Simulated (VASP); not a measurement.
# Li5Cl3 (P6/mmm) in VASP: further runs, part 2 of 2

VASP 6.6.1. The steps go on from the part before.

## 3. Single point, PBE

This run uses another cell than the first one, of 32.14 Å³/atom, 1.090 times its volume.

File INCAR:

```
SYSTEM = Li5Cl3
  ALGO = Normal
  EDIFF = 1E-6
  ENCUT = 520
  GGA = PE
  ISIF = 2
  ISMEAR = 0
  LASPH = .TRUE.
  LCHARG = .FALSE.
  LREAL = .FALSE.
  LWAVE = .FALSE.
  NBANDS = 28
  NELM = 60
  PREC = Accurate
  SIGMA = 0.01
```

File KPOINTS:

```
k-points
0
G
  6 6 8
  0 0 0
```

File POSCAR:

```
Li5Cl3
1.0
    8.0899235779      0.0000000000      0.0000000000
   -4.0449617890      7.0060793331      0.0000000000
    0.0000000000      0.0000000000      4.5359777320
Li Cl
5 3
Direct
    0.5000000000      0.0000000000      0.0000000000
    0.0000000000      0.5000000000      0.0000000000
    0.5000000000      0.5000000000      0.0000000000
    0.0000000000      0.0000000000      0.2512103636
    0.0000000000      0.0000000000      0.7487896364
    0.5000000000      0.0000000000      0.5000000000
    0.0000000000      0.5000000000      0.5000000000
    0.5000000000      0.5000000000      0.5000000000
```

Potentials or basis: VASP PAW PBE potentials, release 64 (Li_sv, Cl).

Command:

```sh
cat potpaw_PBE.64/Li_sv/POTCAR potpaw_PBE.64/Cl/POTCAR > POTCAR
mpirun -np 1 vasp_std > vasp.out
```

OUTCAR:

```text
SYSTEM = Li5Cl3
   EDIFF = 1E-6
   ENCUT = 520
   GGA = PE
   ISIF = 2
   ISMEAR = 0
   LASPH = .TRUE.
   LREAL = .FALSE.
   NELM = 60
   PREC = Accurate

 ion  position               nearest neighbor table
   1  0.500  0.000  0.000-   6 2.27   6 2.27
   2  0.000  0.500  0.000-   7 2.27   7 2.27
   3  0.500  0.500  0.000-   8 2.27   8 2.27
   4  0.000  0.000  0.251-   5 2.26   5 2.28
   5  0.000  0.000  0.749-   4 2.26   4 2.28
   6  0.500  0.000  0.500-   1 2.27   1 2.27
   7  0.000  0.500  0.500-   2 2.27   2 2.27
   8  0.500  0.500  0.500-   3 2.27   3 2.27

  LATTYP: Found a hexagonal cell.
 ALAT       =     8.0899235779
 C/A-ratio  =     0.5606947567

  Lattice vectors:

 A1 = (   8.0899235779,   0.0000000000,   0.0000000000)
 A2 = (  -4.0449617890,   7.0060793331,   0.0000000000)
 A3 = (   0.0000000000,   0.0000000000,   4.5359777320)

Analysis of symmetry for initial positions (statically):
=====================================================================
 Subroutine PRICEL returns:
 Original cell was already a primitive cell.

[... 180 lines left out ...]

 E-fermi :   0.3386     XC(G=0):  -6.0431

 val. band max:        0.2901102783   @ k =   0.0000   0.0000   0.5000
 cond. band min:       0.4370771084   @ k =   0.0000   0.0000   0.5000
 fundamental gap:      0.1469668302
 Fermi energy:         0.3386280258

 k-point     1 :       0.0000    0.0000    0.0000
  band No.  band energies     occupation
      1     -47.8375      2.00000
      2     -47.7214      2.00000
      3     -47.1706      2.00000
      4     -47.1704      2.00000
      5     -47.1704      2.00000
      6     -15.1870      2.00000
[... 733 lines left out ...]
     27       4.8381      0.00000
     28       5.7786      0.00000

 [... further k-points ...]
[... 5 lines left out ...]
  --------------------------------------------------------------------------------------
  -------------------------------------------------------------------------------------
  Total       -0.1222953     -0.1222953     -0.0174492      0.0000000     -0.0000000      0.0000000
  in kB       -0.7621314     -0.7621314     -0.1087415      0.0000000     -0.0000000      0.0000000
  external PRESSURE =      -0.5443348 kB  Pullay stress =       0.0000000 kB

 VOLUME and BASIS-vectors are now :
 -----------------------------------------------------------------------------
  energy-cutoff  :      520.00
  volume of cell :      257.09
      direct lattice vectors                 reciprocal lattice vectors
     8.089923578  0.000000000  0.000000000     0.123610562  0.071366591  0.000000000
    -4.044961789  7.006079333  0.000000000     0.000000000  0.142733182  0.000000000
     0.000000000  0.000000000  4.535977732     0.000000000  0.000000000  0.220459636

 POSITION                                       TOTAL-FORCE (eV/Angst)
 -----------------------------------------------------------------------------------
      4.04496      0.00000      0.00000        -0.000000      0.000000      0.000000
     -2.02248      3.50304      0.00000        -0.000000      0.000000      0.000000
      2.02248      3.50304      0.00000        -0.000000      0.000000      0.000000
      0.00000      0.00000      1.13948         0.000000     -0.000000      0.009082
      0.00000      0.00000      3.39649        -0.000000      0.000000     -0.009082
      4.04496      0.00000      2.26799        -0.000000      0.000000      0.000000
     -2.02248      3.50304      2.26799        -0.000000      0.000000      0.000000
      2.02248      3.50304      2.26799        -0.000000      0.000000      0.000000
 -----------------------------------------------------------------------------------
    total drift:                                0.000000     -0.000000     -0.000000

  FREE ENERGIE OF THE ION-ELECTRON SYSTEM (eV)
  ---------------------------------------------------
  free  energy   TOTEN  =       -21.2800337751 eV

  energy  without entropy=      -21.2800337751  energy(sigma->0) =      -21.28003378
```

stdout:

```text
POSCAR found type information on POSCAR LiCl
 POSCAR found :  2 types and       8 ions
 scaLAPACK will be used
 LDA part: xc-table for (Slater+PW92), standard interpolation
 POSCAR, INCAR and KPOINTS ok, starting setup
 FFT: planning ... GRIDC
 FFT: planning ... GRID_SOFT
 FFT: planning ... GRID
 WAVECAR not read
 entering main loop
```

It took 3.3 min on 1 thread of Intel Xeon Platinum 8259CL at 2.50GHz (Skylake/Cascade Lake), shared host; peak memory 0.44 GiB.

What came out:

| Item | Value |
| --- | --- |
| Free energy | -21.2800 eV |
| Largest force | 0.009 eV/Å |
| Band gap on the k mesh | 0.15 eV, direct |

Forces on the atoms (eV/Å):
```
Li   0.000  0.000  0.000
Li   0.000  0.000  0.000
Li   0.000  0.000  0.000
Li   0.000  0.000  0.009
Li   0.000  0.000 -0.009
Cl   0.000  0.000  0.000
Cl   0.000  0.000  0.000
Cl   0.000  0.000  0.000
```

Caveat: the cutoff is under 1.25 times the usual one of these potentials, so pressure, stress and relaxed cells hold a basis-set (Pulay) error. A k mesh can miss the band edges.

## 4. Single point, PBE

This run uses another cell than the first one, of 32.14 Å³/atom, 1.090 times its volume.

File INCAR:

```
PREC = Accurate
ENCUT = 520
EDIFF = 1E-6
ISMEAR = 0
SIGMA = 0.01
LREAL = F
LASPH = T
NELM = 100
ALGO = Normal
ISIF = 2
LWAVE = F
LCHARG = F
GGA = PE
NBANDS = 28
```

File KPOINTS:

```
regular mesh
0
Gamma
  6 6 8
```

POSCAR is that of step 3.

Potentials or basis: VASP PAW PBE potentials, release 64 (Li_sv, Cl).

Command:

```sh
cat potpaw_PBE.64/Li_sv/POTCAR potpaw_PBE.64/Cl/POTCAR > POTCAR
mpirun -np 1 vasp_std > vasp.out
```

OUTCAR:

```text
PREC = Accurate
   ENCUT = 520
   EDIFF = 1E-6
   ISMEAR = 0
   LREAL = F
   LASPH = T
   NELM = 100
   ISIF = 2
   GGA = PE

 ion  position               nearest neighbor table
   1  0.500  0.000  0.000-   6 2.27   6 2.27
   2  0.000  0.500  0.000-   7 2.27   7 2.27
   3  0.500  0.500  0.000-   8 2.27   8 2.27
   4  0.000  0.000  0.251-   5 2.26   5 2.28
   5  0.000  0.000  0.749-   4 2.26   4 2.28
   6  0.500  0.000  0.500-   1 2.27   1 2.27
   7  0.000  0.500  0.500-   2 2.27   2 2.27
   8  0.500  0.500  0.500-   3 2.27   3 2.27
[... 956 lines left out ...]
  Total       -0.1222953     -0.1222953     -0.0174492      0.0000000     -0.0000000      0.0000000
  in kB       -0.7621314     -0.7621314     -0.1087415      0.0000000     -0.0000000      0.0000000
  external PRESSURE =      -0.5443348 kB  Pullay stress =       0.0000000 kB

 VOLUME and BASIS-vectors are now :
 -----------------------------------------------------------------------------
  energy-cutoff  :      520.00
  volume of cell :      257.09
      direct lattice vectors                 reciprocal lattice vectors
     8.089923578  0.000000000  0.000000000     0.123610562  0.071366591  0.000000000
    -4.044961789  7.006079333  0.000000000     0.000000000  0.142733182  0.000000000
     0.000000000  0.000000000  4.535977732     0.000000000  0.000000000  0.220459636

 POSITION                                       TOTAL-FORCE (eV/Angst)
 -----------------------------------------------------------------------------------
      4.04496      0.00000      0.00000        -0.000000      0.000000      0.000000
     -2.02248      3.50304      0.00000        -0.000000      0.000000      0.000000
      2.02248      3.50304      0.00000        -0.000000      0.000000      0.000000
      0.00000      0.00000      1.13948         0.000000     -0.000000      0.009082
      0.00000      0.00000      3.39649        -0.000000      0.000000     -0.009082
      4.04496      0.00000      2.26799        -0.000000      0.000000      0.000000
     -2.02248      3.50304      2.26799        -0.000000      0.000000      0.000000
      2.02248      3.50304      2.26799        -0.000000      0.000000      0.000000
 -----------------------------------------------------------------------------------
    total drift:                                0.000000     -0.000000     -0.000000

  FREE ENERGIE OF THE ION-ELECTRON SYSTEM (eV)
  ---------------------------------------------------
  free  energy   TOTEN  =       -21.2800337751 eV

  energy  without entropy=      -21.2800337751  energy(sigma->0) =      -21.28003378
```

Wall time 3.1 min (1 thread of Intel Xeon Platinum 8259CL at 2.50GHz (Skylake/Cascade Lake), shared host); peak memory 0.45 GiB.

Results:

- Free energy: -21.2800 eV
- Largest force: 0.009 eV/Å
- Band gap on the k mesh: 0.15 eV, direct

Forces in eV/Å, atoms in the order of the input:
```
Li   0.000  0.000  0.000
Li   0.000  0.000  0.000
Li   0.000  0.000  0.000
Li   0.000  0.000  0.009
Li   0.000  0.000 -0.009
Cl   0.000  0.000  0.000
Cl   0.000  0.000  0.000
Cl   0.000  0.000  0.000
```

Caveat: the cutoff is under 1.25 times the usual one of these potentials, so pressure, stress and relaxed cells hold a basis-set (Pulay) error. A k mesh can miss the band edges.
